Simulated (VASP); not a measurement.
# SnO (P4/nmm) in VASP: notebook

Runs on SnO. Level: PBE. Tasks: single point.

Everything below comes from runs of VASP 6.6.1. Logs are shortened: lines on timing, memory, paths and dates and some standing lists are left out, and cuts for length are marked.

## Step 1: The cell of the first run

Symmetry: P4/nmm, No. 129, tetragonal system. The conventional cell has a = 3.814 Å, b = 3.814 Å, c = 4.887 Å, α = 90.00°, β = 90.00°, γ = 90.00°. Within 2.9 Å of Sn (site symmetry 4mm) lie 4 O at 2.23 Å. Within 2.9 Å of O (site symmetry -4m2) lie 4 Sn at 2.23 Å and 4 O at 2.70 Å.

## Step 2: Single point, PBE

Contents of INCAR:

```
SYSTEM = SnO
  ALGO = Normal
  EDIFF = 1E-6
  ENCUT = 520
  GGA = PE
  ISIF = 2
  ISMEAR = 0
  LASPH = .True.
  LCHARG = .False.
  LREAL = .False.
  LWAVE = .False.
  NBANDS = 28
  NELM = 100
  PREC = Accurate
  SIGMA = 0.016
```

Contents of KPOINTS:

```
k-points
0
Gamma
  7 7 6
  0 0 0
```

Contents of POSCAR:

```
SnO
1.0
    3.8136952200      0.0000000000      0.0000000000
    0.0000000000      3.8136952200      0.0000000000
    0.0000000000      0.0000000000      4.8869133000
Sn O
2 2
Direct
    0.5000000000      0.0000000000      0.7646261400
    0.0000000000      0.5000000000      0.2353738600
    0.0000000000      0.0000000000      0.0000000000
    0.5000000000      0.5000000000      0.0000000000
```

Potentials or basis: VASP PAW PBE potentials, release 64 (Sn_d, O).

Run with:

```console
cat potpaw_PBE.64/Sn_d/POTCAR potpaw_PBE.64/O/POTCAR > POTCAR
mpirun -np 1 vasp_std > vasp.out
```

OUTCAR:

```text
SYSTEM = SnO
   EDIFF = 1E-6
   ENCUT = 520
   GGA = PE
   ISIF = 2
   ISMEAR = 0
   LASPH = .True.
   LREAL = .False.
   NELM = 100
   PREC = Accurate

 ion  position               nearest neighbor table
   1  0.500  0.000  0.765-   3 2.23   4 2.23   4 2.23   3 2.23   2 3.54   2 3.54   2 3.54   2 3.54
                             2 3.74   2 3.74   2 3.74   2 3.74
   2  0.000  0.500  0.235-   3 2.23   4 2.23   3 2.23   4 2.23   1 3.54   1 3.54   1 3.54   1 3.54
                             1 3.74   1 3.74   1 3.74   1 3.74
   3  0.000  0.000  0.000-   1 2.23   2 2.23   2 2.23   1 2.23
   4  0.500  0.500  0.000-   1 2.23   2 2.23   1 2.23   2 2.23

  LATTYP: Found a simple tetragonal cell.
 ALAT       =     3.8136952200
 C/A-ratio  =     1.2814116016

  Lattice vectors:

 A1 = (   3.8136952200,   0.0000000000,   0.0000000000)
 A2 = (   0.0000000000,   3.8136952200,   0.0000000000)
 A3 = (   0.0000000000,   0.0000000000,   4.8869133000)

Analysis of symmetry for initial positions (statically):
=====================================================================
 Subroutine PRICEL returns:
 Original cell was already a primitive cell.

 Routine SETGRP: Setting up the symmetry group for a
 simple tetragonal supercell.

 Subroutine GETGRP returns: Found 16 space group operations
 (whereof  8 operations were pure point group operations)
 out of a pool of 16 trial point group operations.

The static configuration has the point symmetry D_2d.
 The point group associated with its full space group is D_4h.

Analysis of symmetry for dynamics (positions and initial velocities):
=====================================================================
 Subroutine PRICEL returns:
 Original cell was already a primitive cell.

 Routine SETGRP: Setting up the symmetry group for a
 simple tetragonal supercell.

 Subroutine GETGRP returns: Found 16 space group operations
 (whereof  8 operations were pure point group operations)
 out of a pool of 16 trial point group operations.

The dynamic configuration has the point symmetry D_2d.
 The point group associated with its full space group is D_4h.

 Subroutine INISYM returns: Found 16 space group operations
 (whereof  8 operations are pure point group operations),
 and found     1 'primitive' translations
[... 88 lines left out ...]
   NGXF,Y,Z  is equivalent  to a cutoff of  24.41, 24.41, 24.49 a.u.
 SYSTEM =  SnO
   PREC   = accura    normal or accurate (medium, high low for compatibility)
   ISTART =      0    job   : 0-new  1-cont  2-samecut
   ICHARG =      2    charge: 1-file 2-atom 10-const
   ISPIN  =      1    spin polarized calculation?
   LNONCOLLINEAR =      F non collinear calculations
   LSORBIT =      F    spin-orbit coupling
   LASPH  =      T    aspherical Exc in radial PAW
   ENCUT  =  520.0 eV  38.22 Ry    6.18 a.u.   7.09  7.09  9.09*2*pi/ulx,y,z
   NELM   =    100;   NELMIN=  2; NELMDL= -5     # of ELM steps
   EDIFF  = 0.1E-05   stopping-criterion for ELM
   LREAL  =      F    real-space projection
   EDIFFG = 0.1E-04   stopping-criterion for IOM
   NSW    =      0    number of steps for IOM
   IBRION =     -1    ionic relax: 0-MD 1-quasi-New 2-CG
   NFREE  =      0    steps in history (QN), initial steepest desc. (CG)
   ISIF   =      2    stress and relaxation
   ISYM   =      2    0-nonsym 1-usesym 2-fastsym
   POTIM  = 0.5000    time-step for ionic-motion
   TEBEG  =    0.0;   TEEND  =   0.0 temperature during run
   PSTRESS=    0.0 pullay stress
   NELECT =      40.0000    total number of electrons
   NUPDOWN=      -1.0000    fix difference up-down
   EMIN   =  10.00;   EMAX   =-10.00  energy-range for DOS
   EFERMI =   0.00;   METHOD = LEGACY
   ISMEAR =     0;   SIGMA  =   0.02  broadening in eV -4-tet -1-fermi 0-gaus
   EFERMI_NEDOS =   21; number of points for ismear=-14 and -15
   IALGO  =     38    algorithm
   IMIX   =      4    mixing-type and parameters
     AMIX     =   0.40;   BMIX     =  1.00
     AMIX_MAG =   1.60;   BMIX_MAG =  1.00
  volume/ion in A,a.u.               =      17.77       119.91
  Fermi-wavevector in a.u.,A,eV,Ry     =   1.351614  2.554180 24.855939  1.826860
  Thomas-Fermi vector in A             =   2.479021
   LORBIT       =      0    0 simple, 1 ext, 2 COOP (PROOUT), +10 PAW based schemes
   GGA     = PE    functional components
   LHFCALC =     F    Hartree Fock is set to
   AEXX    =    0.0000 exact exchange contribution
   IVDW    =     0    specifies the selected vdW correction
   LEPSILON=     F    determine dielectric tensor
   LRPA    =     F    only Hartree local field effects (RPA)
 non-spin polarized calculation
 Gauss-broadening in eV      SIGMA  =   0.02
  energy-cutoff  :      520.00
  volume of cell :       71.08
 maximum number of plane-waves:      1930
   NGX = 15   NGY = 15   NGZ = 19

 number of electron      39.9999978 magnetization

 Free energy of the ion-electron system (eV)
  ---------------------------------------------------
  ext. energy  EPLUGINS =         0.00000000
  ---------------------------------------------------
  free energy    TOTEN  =       -22.68522962 eV

  energy without entropy =      -22.68522962  energy(sigma->0) =      -22.68522962

 E-fermi :   7.1310     XC(G=0): -10.1723

 val. band max:        7.0075697478   @ k =   0.0000   0.0000   0.0000
 cond. band min:       7.3920719897   @ k =   0.4286   0.4286   0.0000
 fundamental gap:      0.3845022420
 Fermi energy:         7.1309514315

 k-point     1 :       0.0000    0.0000    0.0000
  band No.  band energies     occupation
      1     -14.9955      2.00000
      2     -14.5602      2.00000
      3     -14.5600      2.00000
      4     -14.5600      2.00000
      5     -14.5179      2.00000
      6     -14.5078      2.00000
[... 733 lines left out ...]
     27      15.8071      0.00000
     28      16.6623      0.00000

 [... further k-points ...]
[... 5 lines left out ...]
  --------------------------------------------------------------------------------------
  -------------------------------------------------------------------------------------
  Total        1.8369362      1.8369362      1.4280034      0.0000000      0.0000000      0.0000000
  in kB       41.4074083     41.4074083     32.1894252      0.0000000      0.0000000      0.0000000
  external PRESSURE =      38.3347472 kB  Pullay stress =       0.0000000 kB

 VOLUME and BASIS-vectors are now :
 -----------------------------------------------------------------------------
  energy-cutoff  :      520.00
  volume of cell :       71.08
      direct lattice vectors                 reciprocal lattice vectors
     3.813695220  0.000000000  0.000000000     0.262212878  0.000000000  0.000000000
     0.000000000  3.813695220  0.000000000     0.000000000  0.262212878  0.000000000
     0.000000000  0.000000000  4.886913300     0.000000000  0.000000000  0.204628144

 POSITION                                       TOTAL-FORCE (eV/Angst)
 -----------------------------------------------------------------------------------
      1.90685      0.00000      3.73666         0.000000     -0.000000     -0.455034
      0.00000      1.90685      1.15025        -0.000000     -0.000000      0.455034
      0.00000      0.00000      0.00000         0.000000     -0.000000      0.000000
      1.90685      1.90685      0.00000         0.000000      0.000000      0.000000
 -----------------------------------------------------------------------------------
    total drift:                                0.000000      0.000000      0.000000

  FREE ENERGIE OF THE ION-ELECTRON SYSTEM (eV)
  ---------------------------------------------------
  free  energy   TOTEN  =       -22.6852296181 eV

  energy  without entropy=      -22.6852296181  energy(sigma->0) =      -22.68522962
```

stdout:

```text
POSCAR found type information on POSCAR SnO
 POSCAR found :  2 types and       4 ions
 scaLAPACK will be used
 LDA part: xc-table for (Slater+PW92), standard interpolation
 POSCAR, INCAR and KPOINTS ok, starting setup
 FFT: planning ... GRIDC
 FFT: planning ... GRID_SOFT
 FFT: planning ... GRID
 WAVECAR not read
 entering main loop
```

Run time: 28 s. Hardware: 1 thread of Intel Xeon 6975P-C (Granite Rapids), shared host; peak memory 0.2 GiB.

Results:

```
Free energy            : -22.6852 eV
Pressure               : 3.8 GPa
Largest force          : 0.455 eV/Å
Band gap on the k mesh : 0.38 eV, indirect (least direct gap 2.05 eV)
```

Forces on the atoms (eV/Å):
```
Sn   0.000  0.000 -0.455
Sn   0.000  0.000  0.455
O    0.000  0.000  0.000
O    0.000  0.000  0.000
```

Levels at points of the mesh, in eV from the valence-band top:
| k point | band 17 | band 18 | band 19 | band 20 | band 21 | band 22 | band 23 | band 24 |
| --- | --- | --- | --- | --- | --- | --- | --- | --- |
| (0.00, 0.00, 0.00) | -3.47 | -3.18 | -3.18 | 0.00 | 2.05 | 4.27 | 4.74 | 4.74 |
| (0.00, 0.00, 0.50) | -3.20 | -3.19 | -3.19 | -2.21 | 1.68 | 3.03 | 3.03 | 3.70 |

Caveat: spin-orbit coupling is left out, which moves the levels of the heavy elements. A k mesh can miss the band edges.

## Step 3: Single point, PBE

Contents of INCAR:

```
SYSTEM = SnO
ALGO = Normal
EDIFF = 1E-7
ENCUT = 520
GGA = PE
ISIF = 2
ISMEAR = 0
LASPH = .True.
LCHARG = .False.
LREAL = .False.
LWAVE = .False.
NBANDS = 28
NELM = 100
PREC = Accurate
SIGMA = 0.019000000000000003
```

KPOINTS is that of step 2.

POSCAR is that of step 2.

Potentials or basis: VASP PAW PBE potentials, release 64 (Sn_d, O).

Run with:

```console
cat potpaw_PBE.64/Sn_d/POTCAR potpaw_PBE.64/O/POTCAR > POTCAR
mpirun -np 1 vasp_std > vasp.out
```

Wall time 32 s (1 thread of Intel Xeon 6975P-C (Granite Rapids), shared host); peak memory 0.2 GiB.

It converged, with:

* Free energy: -22.6852 eV
* Pressure: 3.8 GPa
* Largest force: 0.455 eV/Å
* Band gap on the k mesh: 0.38 eV, indirect (least direct gap 2.05 eV)

Forces on the atoms (eV/Å):
```
Sn   0.000  0.000 -0.455
Sn   0.000  0.000  0.455
O    0.000  0.000  0.000
O    0.000  0.000  0.000
```

Stress tensor (GPa, compression positive):
```
4.14 0.00 0.00
0.00 4.14 0.00
0.00 0.00 3.23
```

Levels at points of the mesh, in eV from the valence-band top:
```
           k point  band 16  band 17  band 18  band 19  band 20  band 21  band 22  band 23  band 24  band 25
(0.00, 0.00, 0.00)    -6.25    -3.47    -3.18    -3.18     0.00     2.05     4.27     4.74     4.74     5.67
(0.00, 0.00, 0.50)    -3.53    -3.20    -3.19    -3.19    -2.21     1.68     3.03     3.03     3.70     7.84
```

Caveat: spin-orbit coupling is left out, which moves the levels of the heavy elements.
